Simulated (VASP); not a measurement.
# Y4Zr in VASP: further runs

Runs on Y4Zr. Level: PBE. Tasks: single point.

All numbers are computed with VASP 6.6.1; they aren't measurements. Logs are shortened: lines on timing, memory, paths and dates and some standing lists are left out, and cuts for length are marked.

### 1 The cell of the first run

The cell holds a slab with vacuum, 5 atoms: a = 3.653 Å, b = 3.653 Å, c = 27.398 Å, α = 90.00°, β = 90.00°, γ = 120.00°.

### 2 Single point, PBE

Input file INCAR:

```
SYSTEM = Y4Zr
PREC = Accurate
ENCUT = 520
EDIFF = 1E-6
ISMEAR = -1
SIGMA = 0.1
LREAL = .FALSE.
LASPH = .TRUE.
NELM = 80
ALGO = Normal
ISIF = 2
LWAVE = .FALSE.
LCHARG = .FALSE.
LDIPOL = .TRUE.
IDIPOL = 3
DIPOL = 0.5 0.5 0.500
GGA = PE
NBANDS = 36
```

Input file KPOINTS:

```
Automatic mesh
0
G
  13 13 1
  0 0 0
```

Input file POSCAR:

```
Y4Zr
1.0
    3.6526183111      0.0000000000      0.0000000000
   -1.8263091556      3.1632602477      0.0000000000
    0.0000000000      0.0000000000     27.3984000000
Zr Y
1 4
Direct
    0.0000000000      0.0000000000      0.2940745976
    0.3333333333      0.6666666667      0.3952323815
    0.0000000000      0.0000000000      0.5000000204
    0.3333333333      0.6666666667      0.6047675625
    0.0000000000      0.0000000000      0.7059254377
```

Potentials or basis: VASP PAW PBE potentials, release 64 (Zr_sv, Y_sv).

Started as:

```sh
$ cat potpaw_PBE.64/Zr_sv/POTCAR potpaw_PBE.64/Y_sv/POTCAR > POTCAR
$ mpirun -np 1 vasp_std > vasp.out
```

OUTCAR:

```text
SYSTEM = Y4Zr
   PREC = Accurate
   ENCUT = 520
   EDIFF = 1E-6
   ISMEAR = -1
   LREAL = .FALSE.
   LASPH = .TRUE.
   NELM = 80
   ISIF = 2
   GGA = PE

 ion  position               nearest neighbor table
   1  0.000  0.000  0.294-   2 3.48   2 3.48   2 3.48
   2  0.333  0.667  0.395-   1 3.48   1 3.48   1 3.48   3 3.56   3 3.56   3 3.56
   3  0.000  0.000  0.500-   4 3.56   4 3.56   4 3.56   2 3.56   2 3.56   2 3.56
   4  0.333  0.667  0.605-   5 3.48   5 3.48   5 3.48   3 3.56   3 3.56   3 3.56
   5  0.000  0.000  0.706-   4 3.48   4 3.48   4 3.48

  LATTYP: Found a hexagonal cell.
 ALAT       =     3.6526183111
 C/A-ratio  =     7.5010301286

  Lattice vectors:

 A1 = (   3.6526183111,   0.0000000000,   0.0000000000)
 A2 = (  -1.8263091556,   3.1632602477,   0.0000000000)
 A3 = (   0.0000000000,   0.0000000000,  27.3984000000)

Analysis of symmetry for initial positions (statically):
=====================================================================
 Subroutine PRICEL returns:
 Original cell was already a primitive cell.

 Routine SETGRP: Setting up the symmetry group for a
 hexagonal supercell.

 Subroutine GETGRP returns: Found  6 space group operations
 (whereof  6 operations were pure point group operations)
 out of a pool of 24 trial point group operations.

The static configuration has the point symmetry C_3v.

Analysis of symmetry for dynamics (positions and initial velocities):
=====================================================================
 Subroutine PRICEL returns:
 Original cell was already a primitive cell.

 Routine SETGRP: Setting up the symmetry group for a
 hexagonal supercell.

 Subroutine GETGRP returns: Found  6 space group operations
 (whereof  6 operations were pure point group operations)
 out of a pool of 24 trial point group operations.

The dynamic configuration has the point symmetry C_3v.

 Subroutine INISYM returns: Found  6 space group operations
 (whereof  6 operations are pure point group operations),
 and found     1 'primitive' translations

----------------------------------------------------------------------------------------

                                     Primitive cell

  volume of cell :     316.5661

  direct lattice vectors                    reciprocal lattice vectors
     3.652618311  0.000000000  0.000000000     0.273776211  0.158064769  0.000000000
    -1.826309156  3.163260248  0.000000000     0.000000000  0.316129538  0.000000000
[... 88 lines left out ...]
   LREAL  =      F    real-space projection
[... 7 lines left out ...]
   TEBEG  =    0.0;   TEEND  =   0.0 temperature during run
   PSTRESS=    0.0 pullay stress
   NELECT =      56.0000    total number of electrons
   NUPDOWN=      -1.0000    fix difference up-down
   EMIN   =  10.00;   EMAX   =-10.00  energy-range for DOS
   EFERMI =   0.00;   METHOD = LEGACY
   ISMEAR =    -1;   SIGMA  =   0.10  broadening in eV -4-tet -1-fermi 0-gaus
   EFERMI_NEDOS =   21; number of points for ismear=-14 and -15
   IALGO  =     38    algorithm
   IMIX   =      4    mixing-type and parameters
     AMIX     =   0.40;   BMIX     =  1.00
     AMIX_MAG =   1.60;   BMIX_MAG =  1.00
  volume/ion in A,a.u.               =      63.31       427.26
  Fermi-wavevector in a.u.,A,eV,Ry     =   0.919001  1.736660 11.490978  0.844563
  Thomas-Fermi vector in A             =   2.044146
   LORBIT       =      0    0 simple, 1 ext, 2 COOP (PROOUT), +10 PAW based schemes
   GGA     = PE    functional components
   LHFCALC =     F    Hartree Fock is set to
   AEXX    =    0.0000 exact exchange contribution
   IVDW    =     0    specifies the selected vdW correction
   LEPSILON=     F    determine dielectric tensor
   LRPA    =     F    only Hartree local field effects (RPA)
 non-spin polarized calculation
  energy-cutoff  :      520.00
  volume of cell :      316.57
 maximum number of plane-waves:      8556
 NGX is ok and might be reduce to    28
   NGX = 13   NGY = 13   NGZ =101

 dipolmoment           0.000000      0.000000      0.624816 electrons x Angstroem

 number of electron      55.9999999 magnetization

 dipolmoment           0.000000      0.000000     -0.032762 electrons x Angstroem

 Free energy of the ion-electron system (eV)
  ---------------------------------------------------
  ext. energy  EPLUGINS =         0.00000000
  ---------------------------------------------------
  free energy    TOTEN  =       -31.99635824 eV

  energy without entropy =      -31.61545444  energy(sigma->0) =      -31.80590634

 E-fermi :   0.2010     XC(G=0):  -5.5736

 val. band max:        0.1871768458   @ k =   0.1538   0.1538   0.0000
 cond. band min:       0.2011089106   @ k =   0.1538   0.1538   0.0000
 fundamental gap:      0.0139320648
 Fermi energy:         0.2010129573

 k-point     1 :       0.0000    0.0000    0.0000
  band No.  band energies     occupation
      1     -49.4259      2.00000
      2     -42.9087      2.00000
      3     -42.4920      2.00000
      4     -42.3749      2.00000
      5     -42.3237      2.00000
      6     -27.4588      2.00000
[... 808 lines left out ...]
     35       1.0571      0.00038
     36       1.1650      0.00013

------------------------ aborting loop because EDIFF is reached ----------------------------------------

 vacuum level on the upper side and lower side of the slab       (xc-potential included)        -0.486        -0.027

  FORCE on cell =-STRESS in cart. coord.  units (eV):
  Direction    XX          YY          ZZ          XY          YZ          ZX
  --------------------------------------------------------------------------------------
  -------------------------------------------------------------------------------------
  Total       -4.4640953     -4.4640953     -2.1170903      0.0000000      0.0000000     -0.0000000
  in kB      -22.5932977    -22.5932977    -10.7148363      0.0000000      0.0000000     -0.0000000
  external PRESSURE =     -18.6338105 kB  Pullay stress =       0.0000000 kB

 VOLUME and BASIS-vectors are now :
 -----------------------------------------------------------------------------
  energy-cutoff  :      520.00
  volume of cell :      316.57
      direct lattice vectors                 reciprocal lattice vectors
     3.652618311  0.000000000  0.000000000     0.273776211  0.158064769  0.000000000
    -1.826309156  3.163260248  0.000000000     0.000000000  0.316129538  0.000000000
     0.000000000  0.000000000 27.398400000     0.000000000  0.000000000  0.036498482

 POSITION                                       TOTAL-FORCE (eV/Angst)
 -----------------------------------------------------------------------------------
      0.00000      0.00000      8.05717        -0.000000      0.000000      0.861242
     -0.00000      2.10884     10.82873        -0.000000     -0.000000     -0.980942
      0.00000      0.00000     13.69920        -0.000000      0.000000      0.139309
     -0.00000      2.10884     16.56966         0.000000     -0.000000     -0.015927
      0.00000      0.00000     19.34123        -0.000000      0.000000     -0.003681
 -----------------------------------------------------------------------------------
    total drift:                                0.000000     -0.000000      0.001106

  FREE ENERGIE OF THE ION-ELECTRON SYSTEM (eV)
  ---------------------------------------------------
  free  energy   TOTEN  =       -31.9963582381 eV

  energy  without entropy=      -31.6154544390  energy(sigma->0) =      -31.80590634

 vacuum level on the upper side and lower side of the slab         3.325         3.818
```

OSZICAR:

```text
N       E                     dE             d eps       ncg     rms          rms(c)
DAV:   1     0.359563903380E+03    0.35956E+03   -0.27771E+04  1840   0.135E+03
DAV:   2     0.579755086638E+01   -0.35377E+03   -0.34734E+03  1748   0.356E+02
DAV:   3    -0.305576616361E+02   -0.36355E+02   -0.35692E+02  2636   0.642E+01
[... 48 lines left out ...]
DAV:  52    -0.319963382260E+02   -0.11055E-04   -0.30735E-05  2192   0.126E-02    0.346E-02
DAV:  53    -0.319963450350E+02   -0.68090E-05   -0.63539E-06  1500   0.817E-03    0.241E-02
DAV:  54    -0.319963493770E+02   -0.43420E-05   -0.13316E-05  1552   0.704E-03    0.266E-02
DAV:  55    -0.319963527403E+02   -0.33634E-05   -0.23247E-06  1036   0.404E-03    0.188E-02
DAV:  56    -0.319963582676E+02   -0.55273E-05   -0.75981E-06  1556   0.960E-03    0.992E-03
DAV:  57    -0.319963582381E+02    0.29470E-07   -0.87218E-07   960   0.349E-03
   1 F= -.31996358E+02 E0= -.31805906E+02  d E =-.380904E+00
```

stdout:

```text
POSCAR found type information on POSCAR ZrY
 POSCAR found :  2 types and       5 ions
 scaLAPACK will be used
 LDA part: xc-table for (Slater+PW92), standard interpolation
 POSCAR, INCAR and KPOINTS ok, starting setup
 FFT: planning ... GRIDC
 FFT: planning ... GRID_SOFT
 FFT: planning ... GRID
 WAVECAR not read
 entering main loop
```

It took 16 min on 1 thread of Intel Xeon 6975P-C (Granite Rapids), shared host; peak memory 0.55 GiB.

What came out:

```yaml
Free_energy: -31.9964 eV
Largest_force: 0.981 eV/Å
Band_gap_on_the_k_mesh: zero (bands 28 and 29 overlap by 0.94 eV)
```

Forces on the atoms (eV/Å):
```
Zr   0.000  0.000  0.861
Y    0.000  0.000 -0.981
Y    0.000  0.000  0.139
Y    0.000  0.000 -0.016
Y    0.000  0.000 -0.004
```

Levels at points of the mesh, in eV from the Fermi level:
```csv
k point,band 25,band 26,band 27,band 28,band 29,band 30,band 31,band 32
"(0.00, 0.00, 0.00)",-1.98,0.14,0.19,0.78,0.78,0.78,0.87,1.41
```

### 3 Single point, PBE

Input file INCAR:

```
  PREC = Accurate
  ENCUT = 520
  EDIFF = 1E-6
  ISMEAR = -1
  SIGMA = 0.1
  LREAL = F
  LASPH = T
  NELM = 80
  ALGO = Normal
  ISIF = 2
  LWAVE = F
  LCHARG = F
  LDIPOL = T
  IDIPOL = 3
  DIPOL = 0.5 0.5 0.500
  GGA = PE
  NBANDS = 36
```

Input file KPOINTS:

```
regular mesh
0
Gamma
  13 13 1
```

POSCAR is that of step 2.

Potentials or basis: VASP PAW PBE potentials, release 64 (Zr_sv, Y_sv).

Started as:

```sh
$ cat potpaw_PBE.64/Zr_sv/POTCAR potpaw_PBE.64/Y_sv/POTCAR > POTCAR
$ mpirun -np 1 vasp_std > vasp.out
```

Run time: 15 min. Hardware: 1 thread of Intel Xeon 6975P-C (Granite Rapids), shared host; peak memory 0.54 GiB.

Results (log left out):

```yaml
Free_energy: -31.9964 eV
Largest_force: 0.981 eV/Å
Band_gap_on_the_k_mesh: zero (bands 28 and 29 overlap by 0.94 eV)
```

Forces in eV/Å, atoms in the order of the input:
```
Zr   0.000  0.000  0.861
Y    0.000  0.000 -0.981
Y    0.000  0.000  0.139
Y    0.000  0.000 -0.016
Y    0.000  0.000 -0.004
```

Levels at points of the mesh, in eV from the Fermi level:
```csv
k point,band 26,band 27,band 28,band 29,band 30,band 31
"(0.00, 0.00, 0.00)",0.14,0.19,0.78,0.78,0.78,0.87
```
